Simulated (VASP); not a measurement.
# H3ClO in VASP: further runs

The runs below take H3ClO through single point, with PBE+D3(BJ).

Program: VASP 6.6.1. These are calculated values, not measurements. Logs are shortened: lines on timing, memory, paths and dates and some standing lists are left out, and cuts for length are marked.

## 1. The cell of the first run

The cell holds a disordered packing, 25 atoms: a = 7.066 Å, b = 7.066 Å, c = 7.066 Å, α = 90.00°, β = 90.00°, γ = 90.00°.

## 2. Single point, PBE+D3(BJ)

INCAR reads:

```
SYSTEM = H3ClO
  PREC = Accurate
  ENCUT = 520
  EDIFF = 1E-6
  ISMEAR = -1
  SIGMA = 0.02
  LREAL = Auto
  LASPH = .True.
  NELM = 100
  ALGO = Normal
  ISIF = 2
  LWAVE = .False.
  LCHARG = .True.
  GGA = PE
  IVDW = 12
  LELF = .True.
  LVHAR = .True.
  NBANDS = 58
```

KPOINTS reads:

```
Automatic mesh
0
Gamma
  1 1 1
  0 0 0
```

POSCAR reads:

```
H3ClO
1.0
    7.0656080000      0.0000000000      0.0000000000
    0.0000000000      7.0656080000      0.0000000000
    0.0000000000      0.0000000000      7.0656080000
Cl H O
5 15 5
Direct
   -0.0460257631      0.4730661537      0.9479297465
   -0.0395719661     -0.1078038861      0.8112253043
    0.3868032305      0.4824637880      0.1752573876
    0.7609536221      0.5352547155      0.5391892672
    0.4860020539      0.1879385327      0.6884757830
    0.0100628283      0.4478878534      1.1249987262
    0.0681611547     -0.1198481433      0.5490822587
    0.3261715057      0.4145149292      0.0107138692
    0.7350959748      0.7272551775      0.4218037570
    0.5489973404      0.3339839968      0.6032601865
    0.8794713774      0.2590435246      0.3572516335
    1.0276681073      0.1892406145      0.4962205659
    0.8196888364      0.8491272089      0.2145179863
    0.5849461221      0.7793950641      0.2263216414
    0.1833812462      0.8979977378      0.1926231968
    0.0633066539      0.6912356304      0.4599038045
    0.3279406387      0.9385038060      0.9183073842
    0.5376465833      0.8923789715      0.8830096433
    0.0511067130      0.0782947483      0.2448621548
    0.0720674003     -0.0183989828      0.0038496333
    0.9523313493      0.1576792825      0.3914454354
    0.7047235001      0.7774844005      0.2887791114
    0.0669156851      0.8225477553      0.4315552179
    0.4122362860      0.8325964305      0.8918128489
    0.1278729304      0.0202671872      0.1348645439
```

Potentials or basis: VASP PAW PBE potentials, release 64 (Cl, H, O).

On the command line:

```bash
cat potpaw_PBE.64/Cl/POTCAR potpaw_PBE.64/H/POTCAR potpaw_PBE.64/O/POTCAR > POTCAR
mpirun -np 1 vasp_gam > vasp.out
```

OUTCAR:

```text
SYSTEM = H3ClO
   PREC = Accurate
   ENCUT = 520
   EDIFF = 1E-6
   ISMEAR = -1
   LREAL = Auto
   LASPH = .True.
   NELM = 100
   ISIF = 2
   GGA = PE
   IVDW = 12
 IVDW          = 12

 ion  position               nearest neighbor table
   1  0.954  0.473  0.948-   6 1.32
   2  0.960  0.892  0.811-  20 1.70
   3  0.387  0.482  0.175-   8 1.33
   4  0.761  0.535  0.539-   9 1.60
   5  0.486  0.188  0.688-  10 1.27
   6  0.010  0.448  0.125-   1 1.32
   7  0.068  0.880  0.549-  23 0.92
   8  0.326  0.415  0.011-   3 1.33
   9  0.735  0.727  0.422-  22 1.03   4 1.60
  10  0.549  0.334  0.603-   5 1.27
  11  0.879  0.259  0.357-  21 0.91
  12  0.028  0.189  0.496-  21 0.94
  13  0.820  0.849  0.215-  22 1.09
  14  0.585  0.779  0.226-  22 0.95
  15  0.183  0.898  0.193-  25 1.03
  16  0.063  0.691  0.460-  23 0.95
  17  0.328  0.939  0.918-  24 0.97
  18  0.538  0.892  0.883-  24 0.98
  19  0.051  0.078  0.245-  25 1.03  21 1.37
  20  0.072  0.982  0.004-  25 1.04   2 1.70
  21  0.952  0.158  0.391-  11 0.91  12 0.94  19 1.37
  22  0.705  0.777  0.289-  14 0.95   9 1.03  13 1.09
  23  0.067  0.823  0.432-   7 0.92  16 0.95
  24  0.412  0.833  0.892-  17 0.97  18 0.98
  25  0.128  0.020  0.135-  19 1.03  15 1.03  20 1.04

  LATTYP: Found a simple cubic cell.
 ALAT       =     7.0656080000

  Lattice vectors:

 A1 = (   7.0656080000,   0.0000000000,   0.0000000000)
 A2 = (   0.0000000000,   7.0656080000,   0.0000000000)
 A3 = (   0.0000000000,   0.0000000000,   7.0656080000)

Analysis of symmetry for initial positions (statically):
=====================================================================
 Subroutine PRICEL returns:
 Original cell was already a primitive cell.

 Routine SETGRP: Setting up the symmetry group for a
 simple cubic supercell.

 Subroutine GETGRP returns: Found  1 space group operations
 (whereof  1 operations were pure point group operations)
 out of a pool of 48 trial point group operations.

The static configuration has the point symmetry C_1 .

Analysis of symmetry for dynamics (positions and initial velocities):
=====================================================================
 Subroutine PRICEL returns:
 Original cell was already a primitive cell.

 Routine SETGRP: Setting up the symmetry group for a
 simple cubic supercell.

 Subroutine GETGRP returns: Found  1 space group operations
 (whereof  1 operations were pure point group operations)
 out of a pool of 48 trial point group operations.

The dynamic configuration has the point symmetry C_1 .

 Subroutine INISYM returns: Found  1 space group operations
 (whereof  1 operations are pure point group operations),
 and found     1 'primitive' translations

----------------------------------------------------------------------------------------

                                     Primitive cell

  volume of cell :     352.7351

  direct lattice vectors                    reciprocal lattice vectors
     7.065608000  0.000000000  0.000000000     0.141530637  0.000000000  0.000000000
     0.000000000  7.065608000  0.000000000     0.000000000  0.141530637  0.000000000
     0.000000000  0.000000000  7.065608000     0.000000000  0.000000000  0.141530637

  length of vectors
     7.065608000  7.065608000  7.065608000     0.141530637  0.141530637  0.141530637

  position of ions in fractional coordinates (direct lattice)
     0.953974237  0.473066154  0.947929747
     0.960428034  0.892196114  0.811225304
     0.386803230  0.482463788  0.175257388
     0.760953622  0.535254716  0.539189267
     0.486002054  0.187938533  0.688475783
     0.010062828  0.447887853  0.124998726
[... 17 lines left out ...]
     0.412236286  0.832596430  0.891812849
     0.127872930  0.020267187  0.134864544

  ion indices of the primitive-cell ions
   primitive index   ion index
                 1           1
                 2           2
                 3           3
                 4           4
                 5           5
                 6           6
[... 17 lines left out ...]
                24          24
                25          25

----------------------------------------------------------------------------------------

 KPOINTS: Automatic mesh

Automatic generation of k-mesh.
 Grid dimensions read from file:
 generate k-points for:    1    1    1

 Generating k-lattice:

  Cartesian coordinates                     Fractional coordinates (reciprocal lattice)
     0.141530637  0.000000000  0.000000000     1.000000000  0.000000000  0.000000000
     0.000000000  0.141530637  0.000000000     0.000000000  1.000000000  0.000000000
     0.000000000  0.000000000  0.141530637     0.000000000  0.000000000  1.000000000

  Length of vectors
     0.141530637  0.141530637  0.141530637

  Shift w.r.t. Gamma in fractional coordinates (k-lattice)
     0.000000000  0.000000000  0.000000000

 Subroutine IBZKPT returns following result:
 ===========================================

 Found      1 irreducible k-points:

 Following reciprocal coordinates:
            Coordinates               Weight
  0.000000  0.000000  0.000000      1.000000
   k-points           NKPTS =      1   k-points in BZ     NKDIM =      1   number of bands    NBANDS=     58
   number of dos      NEDOS =    301   number of ions     NIONS =     25
   total plane-waves  NPLWV = 157464
   dimension x,y,z NGX =    54 NGY =   54 NGZ =   54
   dimension x,y,z NGXF=   108 NGYF=  108 NGZF=  108
   ions per type =               5  15   5
   NGX,Y,Z   is equivalent  to a cutoff of  12.71, 12.71, 12.71 a.u.
   NGXF,Y,Z  is equivalent  to a cutoff of  25.41, 25.41, 25.41 a.u.
 SYSTEM =  H3ClO
   PREC   = accura    normal or accurate (medium, high low for compatibility)
   ISTART =      0    job   : 0-new  1-cont  2-samecut
   ICHARG =      2    charge: 1-file 2-atom 10-const
   ISPIN  =      1    spin polarized calculation?
   LNONCOLLINEAR =      F non collinear calculations
   LSORBIT =      F    spin-orbit coupling
   LASPH  =      T    aspherical Exc in radial PAW
   ENCUT  =  520.0 eV  38.22 Ry    6.18 a.u.  13.14 13.14 13.14*2*pi/ulx,y,z
   NELM   =    100;   NELMIN=  2; NELMDL= -5     # of ELM steps
   EDIFF  = 0.1E-05   stopping-criterion for ELM
   LREAL  =      T    real-space projection
   EDIFFG = 0.1E-04   stopping-criterion for IOM
   NSW    =      0    number of steps for IOM
   IBRION =     -1    ionic relax: 0-MD 1-quasi-New 2-CG
   NFREE  =      0    steps in history (QN), initial steepest desc. (CG)
   ISIF   =      2    stress and relaxation
   ISYM   =      2    0-nonsym 1-usesym 2-fastsym
   POTIM  = 0.5000    time-step for ionic-motion
   TEBEG  =    0.0;   TEEND  =   0.0 temperature during run
   PSTRESS=    0.0 pullay stress
   NELECT =      80.0000    total number of electrons
   NUPDOWN=      -1.0000    fix difference up-down
   EMIN   =  10.00;   EMAX   =-10.00  energy-range for DOS
   EFERMI =   0.00;   METHOD = LEGACY
   ISMEAR =    -1;   SIGMA  =   0.02  broadening in eV -4-tet -1-fermi 0-gaus
   EFERMI_NEDOS =   21; number of points for ismear=-14 and -15
   IALGO  =     38    algorithm
   IMIX   =      4    mixing-type and parameters
     AMIX     =   0.40;   BMIX     =  1.00
     AMIX_MAG =   1.60;   BMIX_MAG =  1.00
  volume/ion in A,a.u.               =      14.11        95.21
  Fermi-wavevector in a.u.,A,eV,Ry     =   0.998363  1.886633 13.561326  0.996729
  Thomas-Fermi vector in A             =   2.130582
   LORBIT       =      0    0 simple, 1 ext, 2 COOP (PROOUT), +10 PAW based schemes
   GGA     = PE    functional components
   LHFCALC =     F    Hartree Fock is set to
   AEXX    =    0.0000 exact exchange contribution
   IVDW    =    12    specifies the selected vdW correction
   LEPSILON=     F    determine dielectric tensor
   LRPA    =     F    only Hartree local field effects (RPA)
 non-spin polarized calculation
  energy-cutoff  :      520.00
  volume of cell :      352.74
 maximum number of plane-waves:      4730
 NGX is ok and might be reduce to    54
   NGX = 27   NGY = 27   NGZ = 27

 number of electron      80.0000001 magnetization

 Free energy of the ion-electron system (eV)
  ---------------------------------------------------
  ext. energy  EPLUGINS =         0.00000000
  ---------------------------------------------------
  free energy    TOTEN  =      -101.09414803 eV

  energy without entropy =     -101.09414803  energy(sigma->0) =     -101.09414803

 E-fermi :  -1.1204     XC(G=0):  -6.8592

 val. band max:       -1.6623140727   @ k =   0.0000   0.0000   0.0000
 cond. band min:       1.8003949303   @ k =   0.0000   0.0000   0.0000
 fundamental gap:      3.4627090030
 Fermi energy:        -1.1204376378

 k-point     1 :       0.0000    0.0000    0.0000
  band No.  band energies     occupation
      1     -23.9107      2.00000
      2     -23.6650      2.00000
      3     -22.8811      2.00000
      4     -21.6411      2.00000
      5     -20.9660      2.00000
      6     -16.9968      2.00000
[... 44 lines left out ...]
     51       6.4306      0.00000
     52       6.7198      0.00000
 [bands above 52 left out]

------------------------ aborting loop because EDIFF is reached ----------------------------------------

 Edisp (eV)   -1.31468

 E8    (eV) :    -0.3407

  FORCE on cell =-STRESS in cart. coord.  units (eV):
  Direction    XX          YY          ZZ          XY          YZ          ZX
  --------------------------------------------------------------------------------------
  -------------------------------------------------------------------------------------
  Total       2.85893    11.20831     9.84443    -2.32745    -2.70241     2.39579
  in kB      12.98569    50.90990    44.71493   -10.57163   -12.27476    10.88204
  external pressure =       36.20 kB  Pullay stress =        0.00 kB

 VOLUME and BASIS-vectors are now :
 -----------------------------------------------------------------------------
  energy-cutoff  :      520.00
  volume of cell :      352.74
      direct lattice vectors                 reciprocal lattice vectors
     7.065608000  0.000000000  0.000000000     0.141530637  0.000000000  0.000000000
     0.000000000  7.065608000  0.000000000     0.000000000  0.141530637  0.000000000
     0.000000000  0.000000000  7.065608000     0.000000000  0.000000000  0.141530637

 POSITION                                       TOTAL-FORCE (eV/Angst)
 -----------------------------------------------------------------------------------
      6.74041      3.34250      6.69770         0.187945     -0.630264      1.311487
      6.78601      6.30391      5.73180        -0.422324      0.767663      0.148751
      2.73300      3.40890      1.23830        -0.274259     -0.650202     -0.445495
      5.37660      3.78190      3.80970         0.197213     -1.362733      1.244720
      3.43390      1.32790      4.86450        -0.719613     -0.830522      0.320344
      0.07110      3.16460      0.88319        -0.231032      0.127826     -0.986810
[... 17 lines left out ...]
      2.91270      5.88280      6.30120         0.711861      0.194542      0.550024
      0.90350      0.14320      0.95290         2.817181     -1.736341      0.715312
 -----------------------------------------------------------------------------------
    total drift:                                0.004982     -0.001047     -0.003035

  FREE ENERGIE OF THE ION-ELECTRON SYSTEM (eV)
  ---------------------------------------------------
  free  energy   TOTEN  =      -102.4088321665 eV

  energy  without entropy=     -102.4088321665  energy(sigma->0) =     -102.40883217
```

Run time: 38 s. Hardware: 1 thread of Intel Xeon Platinum 8488C (Sapphire Rapids), shared host; peak memory 0.4 GiB.

Results:

- Free energy: -102.4088 eV
- Pressure: 3.6 GPa
- Largest force: 6.727 eV/Å
- Dispersion energy per atom: -0.053 eV

Forces in eV/Å, atoms in the order of the input:
```
Cl   0.188 -0.630  1.311
Cl  -0.422  0.768  0.149
Cl  -0.274 -0.650 -0.445
Cl   0.197 -1.363  1.245
Cl  -0.720 -0.831  0.320
H   -0.231  0.128 -0.987
H   -0.101  1.337  3.132
H    0.346  0.515  0.668
H   -0.052 -1.141  1.270
H    0.620  1.037 -0.382
H   -2.182  3.203 -0.459
H    0.830  0.591  1.691
H   -2.766 -1.640  1.694
H   -1.054 -0.127 -0.592
H   -0.839  1.499 -0.320
H   -0.071 -1.261  0.376
H    0.114 -0.119 -0.313
H   -0.330 -0.308 -0.210
H   -0.640  0.567  0.376
H   -1.126 -0.144 -0.969
O    0.756 -2.863 -0.700
O    3.412  4.018 -4.180
O    0.814 -1.042 -3.940
O    0.712  0.195  0.550
O    2.817 -1.736  0.715
```

Levels at points of the mesh, in eV from the Fermi level:
```tsv
k point	band 37	band 38	band 39	band 40	band 41	band 42	band 43	band 44
(0.00, 0.00, 0.00)	-1.47	-1.14	-1.04	-0.54	2.92	4.40	4.67	5.38
```

Caveat: the k points lie up to 0.89 Å⁻¹ apart; the atoms stand as in a frame of molecular dynamics.

(Part 1 of 2 ends here.)
